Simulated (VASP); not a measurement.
# C (Cmcm) in VASP: notebook

The runs below take C through single point, relaxation of cell and atoms, with PBE.

All numbers are computed with VASP 6.6.1; they aren't measurements. Logs are shortened: lines on timing, memory, paths and dates and some standing lists are left out, and cuts for length are marked.

## (1) The cell of the first run

It takes space group Cmcm (No. 63, orthorhombic). The conventional cell has a = 3.780 Å, b = 7.789 Å, c = 2.514 Å, α = 90.00°, β = 90.00°, γ = 90.00°. Within 2.1 Å of C (site symmetry m) lie 4 C at 1.55 to 1.56 Å. C (site symmetry m2m) has 4 C at 1.53 to 1.56 Å within 2.0 Å.

## (2) Single point, PBE

File INCAR:

```
ALGO = Normal ; EDIFF = 1E-7
ENCUT = 520 ; GGA = PE
ISIF = 2 ; ISMEAR = 0
LASPH = True ; LCHARG = False
LREAL = False ; LWAVE = False
NBANDS = 21 ; NELM = 100
PREC = Accurate ; SIGMA = 0.02
```

File KPOINTS:

```
k-points
0
Gamma
  8 8 10
```

File POSCAR:

```
C
1.0
    1.8899577266     -3.8947360401      0.0000000000
    1.8899577266      3.8947360401      0.0000000000
    0.0000000000      0.0000000000      2.5135481806
C
6
Direct
    0.0093738228      0.3996270384      0.7500000000
    0.3996270384      0.0093738228      0.2500000000
    0.6003729616      0.9906261772      0.7500000000
    0.9906261772      0.6003729616      0.2500000000
    0.4444664100      0.5555335900      0.7500000000
    0.5555335900      0.4444664100      0.2500000000
```

Potentials or basis: VASP PAW PBE potentials, release 64 (C).

On the command line:

```
$ cat potpaw_PBE.64/C/POTCAR > POTCAR
$ mpirun -np 1 vasp_std > vasp.out
```

OUTCAR:

```text
EDIFF = 1E-7
   ENCUT = 520
   GGA = PE
   ISIF = 2
   ISMEAR = 0
   LASPH = True
   LREAL = False
   NELM = 100
   PREC = Accurate

 ion  position               nearest neighbor table
   1  0.009  0.400  0.750-   3 1.55   4 1.56   4 1.56   5 1.56
   2  0.400  0.009  0.250-   4 1.55   3 1.56   3 1.56   6 1.56
   3  0.600  0.991  0.750-   1 1.55   2 1.56   2 1.56   5 1.56
   4  0.991  0.600  0.250-   2 1.55   1 1.56   1 1.56   6 1.56
   5  0.444  0.556  0.750-   6 1.53   6 1.53   1 1.56   3 1.56
   6  0.556  0.444  0.250-   5 1.53   5 1.53   2 1.56   4 1.56

  LATTYP: Found a base centered orthorhombic cell.
 ALAT       =     3.7799154532
 B/A-ratio  =     2.0607529921
 C/A-ratio  =     0.6649747095

  Lattice vectors:

 A1 = (   1.8899577266,  -3.8947360401,   0.0000000000)
 A2 = (   1.8899577266,   3.8947360401,   0.0000000000)
 A3 = (   0.0000000000,   0.0000000000,   2.5135481806)

Analysis of symmetry for initial positions (statically):
=====================================================================
 Subroutine PRICEL returns:
 Original cell was already a primitive cell.

 Routine SETGRP: Setting up the symmetry group for a
 base centered orthorhombic supercell.

 Subroutine GETGRP returns: Found  8 space group operations
 (whereof  4 operations were pure point group operations)
 out of a pool of  8 trial point group operations.

The static configuration has the point symmetry C_2h.
 The point group associated with its full space group is D_2h.

Analysis of symmetry for dynamics (positions and initial velocities):
=====================================================================
 Subroutine PRICEL returns:
 Original cell was already a primitive cell.

 Routine SETGRP: Setting up the symmetry group for a
 base centered orthorhombic supercell.

 Subroutine GETGRP returns: Found  8 space group operations
 (whereof  4 operations were pure point group operations)
 out of a pool of  8 trial point group operations.

The dynamic configuration has the point symmetry C_2h.
 The point group associated with its full space group is D_2h.

 Subroutine INISYM returns: Found  8 space group operations
 (whereof  4 operations are pure point group operations),
 and found     1 'primitive' translations

----------------------------------------------------------------------------------------

                                     Primitive cell

  volume of cell :      37.0039

  direct lattice vectors                    reciprocal lattice vectors
     1.889957727 -3.894736040  0.000000000     0.264556182 -0.128378405  0.000000000
     1.889957727  3.894736040  0.000000000     0.264556182  0.128378405  0.000000000
     0.000000000  0.000000000  2.513548181     0.000000000  0.000000000  0.397843975

  length of vectors
     4.329077157  4.329077157  2.513548181     0.294059498  0.294059498  0.397843975

  position of ions in fractional coordinates (direct lattice)
     0.009373823  0.399627038  0.750000000
     0.399627038  0.009373823  0.250000000
     0.600372962  0.990626177  0.750000000
     0.990626177  0.600372962  0.250000000
     0.444466410  0.555533590  0.750000000
     0.555533590  0.444466410  0.250000000

  ion indices of the primitive-cell ions
   primitive index   ion index
                 1           1
                 2           2
                 3           3
                 4           4
                 5           5
                 6           6

----------------------------------------------------------------------------------------

 KPOINTS: k-points

Automatic generation of k-mesh.
 Grid dimensions read from file:
 generate k-points for:    8    8   10

 Generating k-lattice:

  Cartesian coordinates                     Fractional coordinates (reciprocal lattice)
     0.033069523 -0.016047301  0.000000000     0.125000000  0.000000000  0.000000000
     0.033069523  0.016047301  0.000000000     0.000000000  0.125000000  0.000000000
     0.000000000  0.000000000  0.039784398     0.000000000  0.000000000  0.100000000

  Length of vectors
     0.036757437  0.036757437  0.039784398

  Shift w.r.t. Gamma in fractional coordinates (k-lattice)
     0.000000000  0.000000000  0.000000000

 Subroutine IBZKPT returns following result:
 ===========================================

 Found    126 irreducible k-points:

 Following reciprocal coordinates:
            Coordinates               Weight
  0.000000  0.000000  0.000000      1.000000
  0.125000  0.000000  0.000000      4.000000
  0.250000  0.000000  0.000000      4.000000
  0.375000  0.000000  0.000000      4.000000
  0.500000  0.000000  0.000000      2.000000
  0.125000  0.125000  0.000000      2.000000
[... 16 lines left out ...]
  0.125000  0.000000  0.100000      8.000000
  0.250000  0.000000  0.100000      8.000000
 [... further k-points ...]
   k-points           NKPTS =    126   k-points in BZ     NKDIM =    126   number of bands    NBANDS=     21
   number of dos      NEDOS =    301   number of ions     NIONS =      6
   total plane-waves  NPLWV =  20480
   dimension x,y,z NGX =    32 NGY =   32 NGZ =   20
   dimension x,y,z NGXF=    64 NGYF=   64 NGZF=   40
   ions per type =               6
   NGX,Y,Z   is equivalent  to a cutoff of  12.29, 12.29, 13.23 a.u.
   NGXF,Y,Z  is equivalent  to a cutoff of  24.58, 24.58, 26.46 a.u.
 SYSTEM =  unknown system
   PREC   = accura    normal or accurate (medium, high low for compatibility)
   ISTART =      0    job   : 0-new  1-cont  2-samecut
   ICHARG =      2    charge: 1-file 2-atom 10-const
   ISPIN  =      1    spin polarized calculation?
   LNONCOLLINEAR =      F non collinear calculations
   LSORBIT =      F    spin-orbit coupling
   LASPH  =      T    aspherical Exc in radial PAW
   ENCUT  =  520.0 eV  38.22 Ry    6.18 a.u.   8.05  8.05  4.67*2*pi/ulx,y,z
   NELM   =    100;   NELMIN=  2; NELMDL= -5     # of ELM steps
   EDIFF  = 0.1E-06   stopping-criterion for ELM
   LREAL  =      F    real-space projection
   EDIFFG = 0.1E-05   stopping-criterion for IOM
   NSW    =      0    number of steps for IOM
   IBRION =     -1    ionic relax: 0-MD 1-quasi-New 2-CG
   NFREE  =      0    steps in history (QN), initial steepest desc. (CG)
   ISIF   =      2    stress and relaxation
   ISYM   =      2    0-nonsym 1-usesym 2-fastsym
   POTIM  = 0.5000    time-step for ionic-motion
   TEBEG  =    0.0;   TEEND  =   0.0 temperature during run
   PSTRESS=    0.0 pullay stress
   NELECT =      24.0000    total number of electrons
   NUPDOWN=      -1.0000    fix difference up-down
   EMIN   =  10.00;   EMAX   =-10.00  energy-range for DOS
   EFERMI =   0.00;   METHOD = LEGACY
   ISMEAR =     0;   SIGMA  =   0.02  broadening in eV -4-tet -1-fermi 0-gaus
   EFERMI_NEDOS =   21; number of points for ismear=-14 and -15
   IALGO  =     38    algorithm
   IMIX   =      4    mixing-type and parameters
     AMIX     =   0.40;   BMIX     =  1.00
     AMIX_MAG =   1.60;   BMIX_MAG =  1.00
  volume/ion in A,a.u.               =       6.17        41.62
  Fermi-wavevector in a.u.,A,eV,Ry     =   1.417086  2.677904 27.322295  2.008132
  Thomas-Fermi vector in A             =   2.538353
   LORBIT       =      0    0 simple, 1 ext, 2 COOP (PROOUT), +10 PAW based schemes
   GGA     = PE    functional components
   LHFCALC =     F    Hartree Fock is set to
   AEXX    =    0.0000 exact exchange contribution
   IVDW    =     0    specifies the selected vdW correction
   LEPSILON=     F    determine dielectric tensor
   LRPA    =     F    only Hartree local field effects (RPA)
 non-spin polarized calculation
 Gauss-broadening in eV      SIGMA  =   0.02
  energy-cutoff  :      520.00
  volume of cell :       37.00
 maximum number of plane-waves:      1007
   NGX = 17   NGY = 17   NGZ =  9

 number of electron      24.0000000 magnetization

 Free energy of the ion-electron system (eV)
  ---------------------------------------------------
  ext. energy  EPLUGINS =         0.00000000
  ---------------------------------------------------
  free energy    TOTEN  =       -53.22293104 eV

  energy without entropy =      -53.22293104  energy(sigma->0) =      -53.22293104

 E-fermi :   8.3334     XC(G=0): -12.5966

 val. band max:        8.1987535483   @ k =   0.0000   0.0000   0.0000
 cond. band min:      11.5885777874   @ k =   0.5000   0.5000   0.0000
 fundamental gap:      3.3898242391
 Fermi energy:         8.3334059037

 k-point     1 :       0.0000    0.0000    0.0000
  band No.  band energies     occupation
      1     -12.8139      2.00000
      2      -5.8850      2.00000
      3      -5.2022      2.00000
      4      -3.8295      2.00000
      5      -2.9702      2.00000
      6      -0.6270      2.00000
[... 13 lines left out ...]
     20      19.5508      0.00000
     21      20.3530      0.00000

 k-point     2 :       0.1250    0.0000    0.0000
  band No.  band energies     occupation
      1     -12.6724      2.00000
      2      -6.5531      2.00000
      3      -5.5560      2.00000
      4      -3.9461      2.00000
      5      -1.6231      2.00000
      6      -0.7698      2.00000
[... 13 lines left out ...]
     20      19.8277      0.00000
     21      20.2699      0.00000

 k-point     3 :       0.2500    0.0000    0.0000
  band No.  band energies     occupation
      1     -12.2544      2.00000
      2      -7.8665      2.00000
      3      -6.1495      2.00000
      4      -3.5949      2.00000
      5      -0.7537      2.00000
      6       0.4558      2.00000
[... 13 lines left out ...]
     20      19.6976      0.00000
     21      20.8278      0.00000
[... 457 lines left out ...]
 k-point    23 :       0.1250    0.0000    0.1000
  band No.  band energies     occupation
      1     -12.4866      2.00000
      2      -6.3869      2.00000
      3      -5.3895      2.00000
      4      -3.8421      2.00000
      5      -1.4979      2.00000
      6      -0.6131      2.00000
[... 13 lines left out ...]
     20      20.0804      0.00000
     21      20.4856      0.00000

 k-point    24 :       0.2500    0.0000    0.1000
  band No.  band energies     occupation
      1     -12.0692      2.00000
      2      -7.6911      2.00000
      3      -5.9856      2.00000
      4      -3.4900      2.00000
      5      -0.6436      2.00000
      6       0.5662      2.00000
[... 13 lines left out ...]
     20      20.1063      0.00000
     21      20.6887      0.00000

 [... further k-points ...]
[... 5 lines left out ...]
  --------------------------------------------------------------------------------------
  -------------------------------------------------------------------------------------
  Total        0.1575798      0.1376941      0.1575631      0.0000000      0.0000000      0.0000000
  in kB        6.8228161      5.9618154      6.8220934      0.0000000      0.0000000      0.0000000
  external PRESSURE =       6.5355750 kB  Pullay stress =       0.0000000 kB

 VOLUME and BASIS-vectors are now :
 -----------------------------------------------------------------------------
  energy-cutoff  :      520.00
  volume of cell :       37.00
      direct lattice vectors                 reciprocal lattice vectors
     1.889957727 -3.894736040  0.000000000     0.264556182 -0.128378405  0.000000000
     1.889957727  3.894736040  0.000000000     0.264556182  0.128378405  0.000000000
     0.000000000  0.000000000  2.513548181     0.000000000  0.000000000  0.397843975

 POSITION                                       TOTAL-FORCE (eV/Angst)
 -----------------------------------------------------------------------------------
      0.77299      1.51993      1.88516        -0.004977     -0.018731      0.000000
      0.77299     -1.51993      0.62839        -0.004977      0.018731      0.000000
      3.00692      1.51993      1.88516         0.004977     -0.018731      0.000000
      3.00692     -1.51993      0.62839         0.004977      0.018731      0.000000
      1.88996      0.43258      1.88516        -0.000000     -0.006981      0.000000
      1.88996     -0.43258      0.62839        -0.000000      0.006981      0.000000
 -----------------------------------------------------------------------------------
    total drift:                                0.000000      0.000000      0.000000

  FREE ENERGIE OF THE ION-ELECTRON SYSTEM (eV)
  ---------------------------------------------------
  free  energy   TOTEN  =       -53.2229310435 eV

  energy  without entropy=      -53.2229310435  energy(sigma->0) =      -53.22293104
```

Wall time 63 s (1 thread of Intel Xeon Platinum 8259CL at 2.50GHz (Skylake/Cascade Lake), shared host); peak memory 0.19 GiB.

What came out:

* Free energy: -53.2229 eV
* Pressure: 0.7 GPa
* Largest force: 0.019 eV/Å
* Band gap on the k mesh: 3.39 eV, indirect (least direct gap 3.65 eV)

Forces on the atoms (eV/Å):
```
C   -0.005 -0.019  0.000
C   -0.005  0.019  0.000
C    0.005 -0.019  0.000
C    0.005  0.019  0.000
C    0.000 -0.007  0.000
C    0.000  0.007  0.000
```

Levels at points of the mesh, in eV from the valence-band top:
```csv
k point,band 9,band 10,band 11,band 12,band 13,band 14,band 15,band 16
"(0.00, 0.00, 0.00)",-1.65,-1.32,-0.19,0.00,4.05,6.10,7.27,7.28
"(0.50, 0.00, 0.00)",-3.55,-2.97,-1.41,-1.04,5.42,5.52,6.02,7.76
"(0.50, 0.50, 0.00)",-4.65,-3.39,-2.67,-0.26,3.39,7.17,8.14,8.94
"(0.00, 0.00, 0.50)",-6.85,-6.85,-4.46,-4.46,5.26,5.26,10.73,10.73
"(0.50, 0.00, 0.50)",-4.40,-4.40,-2.77,-2.77,5.96,5.96,7.73,7.73
"(0.50, 0.50, 0.50)",-4.40,-4.40,-3.32,-3.32,6.51,6.51,7.37,7.37
```

## (3) Single point, PBE

File INCAR:

```
  PREC = Accurate
  ENCUT = 520
  EDIFF = 1E-7
  ISMEAR = 0
  SIGMA = 0.02
  LREAL = False
  LASPH = True
  NELM = 100
  ALGO = Normal
  ISIF = 2
  LWAVE = False
  LCHARG = True
  GGA = PE
  LELF = True
  LVHAR = True
  NBANDS = 21
```

File KPOINTS:

```
Automatic mesh
0
Gamma
  8 8 10
```

POSCAR is that of step 2.

Potentials or basis: VASP PAW PBE potentials, release 64 (C).

On the command line:

```
$ cat potpaw_PBE.64/C/POTCAR > POTCAR
$ mpirun -np 1 vasp_std > vasp.out
```

Run time: 68 s. Hardware: 1 thread of Intel Xeon Platinum 8259CL at 2.50GHz (Skylake/Cascade Lake), shared host; peak memory 0.19 GiB.

It converged, with:

```yaml
Free_energy: -53.2229 eV
Pressure: 0.7 GPa
Largest_force: 0.019 eV/Å
Band_gap_on_the_k_mesh: 3.39 eV, indirect (least direct gap 3.65 eV)
```

Forces on the atoms (eV/Å):
```
C   -0.005 -0.019  0.000
C   -0.005  0.019  0.000
C    0.005 -0.019  0.000
C    0.005  0.019  0.000
C    0.000 -0.007  0.000
C    0.000  0.007  0.000
```

Stress tensor (GPa, compression positive):
```
0.68 0.00 0.00
0.00 0.60 0.00
0.00 0.00 0.68
```

Levels at points of the mesh, in eV from the valence-band top:
| k point | band 9 | band 10 | band 11 | band 12 | band 13 | band 14 | band 15 | band 16 |
| --- | --- | --- | --- | --- | --- | --- | --- | --- |
| (0.00, 0.00, 0.00) | -1.65 | -1.32 | -0.19 | 0.00 | 4.05 | 6.10 | 7.27 | 7.28 |
| (0.50, 0.00, 0.00) | -3.55 | -2.97 | -1.41 | -1.04 | 5.42 | 5.52 | 6.02 | 7.76 |
| (0.50, 0.50, 0.00) | -4.65 | -3.39 | -2.67 | -0.26 | 3.39 | 7.17 | 8.14 | 8.94 |
| (0.00, 0.00, 0.50) | -6.85 | -6.85 | -4.46 | -4.46 | 5.26 | 5.26 | 10.73 | 10.73 |
| (0.50, 0.00, 0.50) | -4.40 | -4.40 | -2.77 | -2.77 | 5.96 | 5.96 | 7.73 | 7.73 |
| (0.50, 0.50, 0.50) | -4.40 | -4.40 | -3.32 | -3.32 | 6.51 | 6.51 | 7.37 | 7.37 |

A k mesh can miss the band edges. A hybrid or GW would open this gap; PBE tends to underestimate it.

(Continued in part 2 of 2.)
